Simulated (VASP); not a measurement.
# B in VASP: single point with r2SCAN

Aim: the single point of B with r2SCAN.

Program: VASP 6.6.1. These are calculated values, not measurements. Logs are shortened: lines on timing, memory, paths and dates and some standing lists are left out, and cuts for length are marked.

## 1. The cell of the first run

The cell holds a slab with vacuum, 3 atoms: a = 1.702 Å, b = 1.702 Å, c = 19.271 Å, α = 90.00°, β = 90.00°, γ = 120.00°.

## 2. Single point, r2SCAN

POSCAR

```
B
1.0
    1.7024335800      0.0000000000      0.0000000000
   -0.8512167900      1.4743507200      0.0000000000
    0.0000000000      0.0000000000     19.2708457000
B
3
Direct
    0.0000000000      0.0000000000      0.3113511515
    0.0000000000      0.0000000000      0.5000000000
    0.0000000000      0.0000000000      0.6886488485
```

INCAR.step1

```
SYSTEM = B
ALGO     = Normal         ! electronic algorithm
DIPOL    = 0.5 0.5 0.500
EDIFF    = 1E-5           ! SCF threshold, eV
ENCUT    = 460            ! plane-wave cutoff, eV
GGA      = PE             ! functional
GGA_COMPAT= .FALSE.      
IDIPOL   = 3            
ISMEAR   = 0              ! smearing method
LASPH    = .TRUE.         ! aspherical terms in the spheres
LCHARG   = .FALSE.        ! write CHGCAR
LDIPOL   = .TRUE.       
LREAL    = .FALSE.        ! projectors in reciprocal space
LWAVE    = .TRUE.         ! write WAVECAR
NBANDS   = 12             ! bands
NELM     = 120            ! most SCF steps
NELMDL   = -8           
PREC     = Accurate       ! precision mode
SIGMA    = 0.1            ! smearing width, eV
```

INCAR.step2

```
SYSTEM = B
ALGO     = Normal         ! electronic algorithm
DIPOL    = 0.5 0.5 0.500
EDIFF    = 1E-6           ! SCF threshold, eV
ENCUT    = 460            ! plane-wave cutoff, eV
GGA_COMPAT= .FALSE.      
IDIPOL   = 3            
ISIF     = 2              ! what is computed and relaxed
ISMEAR   = 0              ! smearing method
ISTART   = 1            
LASPH    = .TRUE.         ! aspherical terms in the spheres
LCHARG   = .FALSE.        ! write CHGCAR
LDIPOL   = .TRUE.       
LMIXTAU  = .TRUE.       
LREAL    = .FALSE.        ! projectors in reciprocal space
LWAVE    = .FALSE.        ! write WAVECAR
METAGGA  = R2SCAN         ! meta-GGA
NBANDS   = 12             ! bands
NELM     = 120            ! most SCF steps
PREC     = Accurate       ! precision mode
SIGMA    = 0.1            ! smearing width, eV
```

KPOINTS

```
k-points
0
G
  11 11 1
  0 0 0
```

Potentials or basis: VASP PAW PBE potentials, release 64 (B).

The run is started by

```console
cat potpaw_PBE.64/B/POTCAR > POTCAR
cp INCAR.step1 INCAR
mpirun -np 1 vasp_std > vasp.out
cp INCAR.step2 INCAR
mpirun -np 1 vasp_std > vasp.out
```

OUTCAR:

```text
SYSTEM = B
   EDIFF = 1E-6
   ENCUT = 460
   ISIF = 2
   ISMEAR = 0
   ISTART = 1
   LASPH = .TRUE.
   LREAL = .FALSE.
   METAGGA = R2SCAN
   NELM = 120
   PREC = Accurate

 ion  position               nearest neighbor table
   1  0.000  0.000  0.311-
   2  0.000  0.000  0.500-
   3  0.000  0.000  0.689-

  LATTYP: Found a hexagonal cell.
 ALAT       =     1.7024335800
 C/A-ratio  =    11.3195873991

  Lattice vectors:

 A1 = (   1.7024335800,   0.0000000000,   0.0000000000)
 A2 = (  -0.8512167900,   1.4743507200,   0.0000000000)
 A3 = (   0.0000000000,   0.0000000000,  19.2708457000)

Analysis of symmetry for initial positions (statically):
=====================================================================
 Subroutine PRICEL returns:
 Original cell was already a primitive cell.

 Routine SETGRP: Setting up the symmetry group for a
 hexagonal supercell.

 Subroutine GETGRP returns: Found 24 space group operations
 (whereof 24 operations were pure point group operations)
 out of a pool of 24 trial point group operations.

The static configuration has the point symmetry D_6h.

Analysis of symmetry for dynamics (positions and initial velocities):
=====================================================================
 Subroutine PRICEL returns:
 Original cell was already a primitive cell.

 Routine SETGRP: Setting up the symmetry group for a
 hexagonal supercell.

 Subroutine GETGRP returns: Found 24 space group operations
 (whereof 24 operations were pure point group operations)
 out of a pool of 24 trial point group operations.

The dynamic configuration has the point symmetry D_6h.

 Subroutine INISYM returns: Found 24 space group operations
 (whereof 24 operations are pure point group operations),
 and found     1 'primitive' translations

----------------------------------------------------------------------------------------

                                     Primitive cell

  volume of cell :      48.3695

  direct lattice vectors                    reciprocal lattice vectors
     1.702433580  0.000000000  0.000000000     0.587394429  0.339132333  0.000000000
    -0.851216790  1.474350720  0.000000000     0.000000000  0.678264667  0.000000000
     0.000000000  0.000000000 19.270845700     0.000000000  0.000000000  0.051891859

  length of vectors
     1.702433580  1.702433573 19.270845700     0.678264664  0.678264667  0.051891859

  position of ions in fractional coordinates (direct lattice)
     0.000000000  0.000000000  0.311351151
     0.000000000  0.000000000  0.500000000
     0.000000000  0.000000000  0.688648849

  ion indices of the primitive-cell ions
   primitive index   ion index
                 1           1
                 2           2
                 3           3

----------------------------------------------------------------------------------------

 KPOINTS: k-points

Automatic generation of k-mesh.
 Grid dimensions read from file:
 generate k-points for:   11   11    1

 Generating k-lattice:

  Cartesian coordinates                     Fractional coordinates (reciprocal lattice)
     0.053399494  0.030830212  0.000000000     0.090909091  0.000000000  0.000000000
     0.000000000  0.061660424  0.000000000     0.000000000  0.090909091  0.000000000
     0.000000000  0.000000000  0.051891859     0.000000000  0.000000000  1.000000000

  Length of vectors
     0.061660424  0.061660424  0.051891859

  Shift w.r.t. Gamma in fractional coordinates (k-lattice)
     0.000000000  0.000000000  0.000000000

 Subroutine IBZKPT returns following result:
 ===========================================

 Found     16 irreducible k-points:

 Following reciprocal coordinates:
            Coordinates               Weight
  0.000000  0.000000  0.000000      1.000000
  0.090909  0.000000  0.000000      6.000000
  0.181818  0.000000  0.000000      6.000000
  0.272727  0.000000  0.000000      6.000000
  0.363636  0.000000  0.000000      6.000000
  0.454545  0.000000  0.000000      6.000000
[... 8 lines left out ...]
  0.272727  0.272727  0.000000      6.000000
  0.363636  0.272727  0.000000      6.000000
   k-points           NKPTS =     16   k-points in BZ     NKDIM =     16   number of bands    NBANDS=     12
   number of dos      NEDOS =    301   number of ions     NIONS =      3
   total plane-waves  NPLWV =  20160
   dimension x,y,z NGX =    12 NGY =   12 NGZ =  140
   dimension x,y,z NGXF=    24 NGYF=   24 NGZF=  280
   ions per type =               3
   NGX,Y,Z   is equivalent  to a cutoff of  11.72, 11.72, 12.08 a.u.
   NGXF,Y,Z  is equivalent  to a cutoff of  23.44, 23.44, 24.16 a.u.
 SYSTEM =  B
   PREC   = accura    normal or accurate (medium, high low for compatibility)
   ISTART =      1    job   : 0-new  1-cont  2-samecut
   ICHARG =      0    charge: 1-file 2-atom 10-const
   ISPIN  =      1    spin polarized calculation?
   LNONCOLLINEAR =      F non collinear calculations
   LSORBIT =      F    spin-orbit coupling
   LASPH  =      T    aspherical Exc in radial PAW
   ENCUT  =  460.0 eV  33.81 Ry    5.81 a.u.   2.98  2.98 33.70*2*pi/ulx,y,z
   NELM   =    120;   NELMIN=  2; NELMDL=  0     # of ELM steps
   EDIFF  = 0.1E-05   stopping-criterion for ELM
   LREAL  =      F    real-space projection
   EDIFFG = 0.1E-04   stopping-criterion for IOM
   NSW    =      0    number of steps for IOM
   IBRION =     -1    ionic relax: 0-MD 1-quasi-New 2-CG
   NFREE  =      0    steps in history (QN), initial steepest desc. (CG)
   ISIF   =      2    stress and relaxation
   ISYM   =      2    0-nonsym 1-usesym 2-fastsym
   POTIM  = 0.5000    time-step for ionic-motion
   TEBEG  =    0.0;   TEEND  =   0.0 temperature during run
   PSTRESS=    0.0 pullay stress
   NELECT =       9.0000    total number of electrons
   NUPDOWN=      -1.0000    fix difference up-down
   EMIN   =  10.00;   EMAX   =-10.00  energy-range for DOS
   EFERMI =   0.00;   METHOD = LEGACY
   ISMEAR =     0;   SIGMA  =   0.10  broadening in eV -4-tet -1-fermi 0-gaus
   EFERMI_NEDOS =   21; number of points for ismear=-14 and -15
   IALGO  =     38    algorithm
   IMIX   =      4    mixing-type and parameters
     AMIX     =   0.40;   BMIX     =  1.00
     AMIX_MAG =   1.60;   BMIX_MAG =  1.00
  volume/ion in A,a.u.               =      16.12       108.80
  Fermi-wavevector in a.u.,A,eV,Ry     =   0.934613  1.766162 11.884705  0.873501
  Thomas-Fermi vector in A             =   2.061436
   LORBIT       =      0    0 simple, 1 ext, 2 COOP (PROOUT), +10 PAW based schemes
   METAGGA = R2SCAN    functional components
   LHFCALC =     F    Hartree Fock is set to
   AEXX    =    0.0000 exact exchange contribution
   IVDW    =     0    specifies the selected vdW correction
   LEPSILON=     F    determine dielectric tensor
   LRPA    =     F    only Hartree local field effects (RPA)
 non-spin polarized calculation
 Gauss-broadening in eV      SIGMA  =   0.10
  energy-cutoff  :      460.00
  volume of cell :       48.37
 maximum number of plane-waves:      1113
 NGX is ok and might be reduce to    12
   NGX =  5   NGY =  5   NGZ = 67

 dipolmoment           0.000000      0.000000     -0.000000 electrons x Angstroem

 number of electron       9.0000000 magnetization

 dipolmoment           0.000000      0.000000      0.000000 electrons x Angstroem

 Free energy of the ion-electron system (eV)
  ---------------------------------------------------
  ext. energy  EPLUGINS =         0.00000000
  ---------------------------------------------------
  free energy    TOTEN  =       -19.85441914 eV

  energy without entropy =      -19.85153152  energy(sigma->0) =      -19.85297533

 E-fermi :   1.2770     XC(G=0):  -6.4396

 val. band max:        1.1956318186   @ k =   0.2727   0.0909   0.0000
 cond. band min:       1.5758019033   @ k =   0.3636   0.0000   0.0000
 fundamental gap:      0.3801700846
 Fermi energy:         1.2769717616

 k-point     1 :       0.0000    0.0000    0.0000
  band No.  band energies     occupation
      1     -17.0646      2.00000
      2     -16.8669      2.00000
      3     -16.8011      2.00000
      4      -7.5611      2.00000
      5      -6.8620      2.00000
      6      -6.2060      2.00000
      7       4.0466      0.00000
      8       4.6844      0.00000
      9       5.4272      0.00000
     10       7.1263      0.00000
     11       7.5927      0.00000
     12      10.1548      0.00000

 k-point     2 :       0.0909    0.0000    0.0000
  band No.  band energies     occupation
      1     -16.6550      2.00000
      2     -16.4602      2.00000
      3     -16.3978      2.00000
      4      -6.9774      2.00000
      5      -6.2798      2.00000
      6      -5.6257      2.00000
      7       4.5699      0.00000
      8       5.2329      0.00000
      9       5.9712      0.00000
     10       7.6786      0.00000
     11       8.1211      0.00000
     12      10.7136      0.00000

 k-point     3 :       0.1818    0.0000    0.0000
  band No.  band energies     occupation
      1     -15.4369      2.00000
      2     -15.2503      2.00000
      3     -15.1975      2.00000
      4      -5.2323      2.00000
      5      -4.5400      2.00000
      6      -3.8929      2.00000
      7       6.1013      0.00000
      8       6.8561      0.00000
      9       7.5960      0.00000
     10       9.3179      0.00000
     11       9.6702      0.00000
     12      12.3775      0.00000
[... 166 lines left out ...]
 k-point    15 :       0.2727    0.2727    0.0000
  band No.  band energies     occupation
      1      -6.6117      2.00000
      2      -6.4628      2.00000
      3      -6.4523      2.00000
      4       2.6293      0.00000
      5       2.7727      0.00000
      6       2.7768      0.00000
      7       7.2952      0.00000
      8       7.8361      0.00000
      9       8.2978      0.00000
     10      11.2561      0.00000
     11      11.6903      0.00000
     12      11.9339      0.00000

 k-point    16 :       0.3636    0.2727    0.0000
  band No.  band energies     occupation
      1      -4.1851      2.00000
      2      -4.0418      2.00000
      3      -4.0371      2.00000
      4      -0.3405      2.00000
      5      -0.1941      2.00000
      6      -0.1872      2.00000
      7      10.0487      0.00000
      8      10.3766      0.00000
      9      10.7268      0.00000
     10      11.0277      0.00000
     11      11.3439      0.00000
     12      11.4686      0.00000

------------------------ aborting loop because EDIFF is reached ----------------------------------------

 vacuum level on the upper side and lower side of the slab       (xc-potential included)         0.075         0.075

  FORCE on cell =-STRESS in cart. coord.  units (eV):
  Direction    XX          YY          ZZ          XY          YZ          ZX
  --------------------------------------------------------------------------------------
  -------------------------------------------------------------------------------------
  Total       -0.2753278     -0.2753278      0.4056545      0.0000000      0.0000000      0.0000000
  in kB       -9.1198740     -9.1198739     13.4367780      0.0000000      0.0000000      0.0000000
  external PRESSURE =      -1.6009900 kB  Pullay stress =       0.0000000 kB

 VOLUME and BASIS-vectors are now :
 -----------------------------------------------------------------------------
  energy-cutoff  :      460.00
  volume of cell :       48.37
      direct lattice vectors                 reciprocal lattice vectors
     1.702433580  0.000000000  0.000000000     0.587394429  0.339132333  0.000000000
    -0.851216790  1.474350720  0.000000000     0.000000000  0.678264667  0.000000000
     0.000000000  0.000000000 19.270845700     0.000000000  0.000000000  0.051891859

 POSITION                                       TOTAL-FORCE (eV/Angst)
 -----------------------------------------------------------------------------------
      0.00000      0.00000      6.00000         0.000000     -0.000000     -0.058225
      0.00000      0.00000      9.63542         0.000000     -0.000000     -0.000000
      0.00000      0.00000     13.27085        -0.000000      0.000000      0.058225
 -----------------------------------------------------------------------------------
    total drift:                               -0.000000     -0.000000      0.000000

  FREE ENERGIE OF THE ION-ELECTRON SYSTEM (eV)
  ---------------------------------------------------
  free  energy   TOTEN  =       -19.8544191355 eV

  energy  without entropy=      -19.8515315203  energy(sigma->0) =      -19.85297533

 vacuum level on the upper side and lower side of the slab         5.242         5.242
```

It took 50 s on 1 thread of Intel Xeon Platinum 8259CL at 2.50GHz (Skylake/Cascade Lake), shared host; peak memory 0.15 GiB.

What came out:

```
Free energy            : -19.8544 eV
Largest force          : 0.058 eV/Å
Band gap on the k mesh : zero (an odd number of electrons rules out a gap without spin polarisation)
```

Forces in eV/Å, atoms in the order of the input:
```
B    0.000  0.000 -0.058
B    0.000  0.000  0.000
B    0.000  0.000  0.058
```

Caveat: the k points lie up to 0.39 Å⁻¹ apart, too coarse for converged energies and pressures of a metal; the PAW data sets were made with another functional, which shifts forces and pressure a little; an odd number of electrons without spin polarisation forces a metal; a magnetic or distorted state may lie lower.

The gap in the log of VASP goes by the Fermi energy; the results here count the filled bands.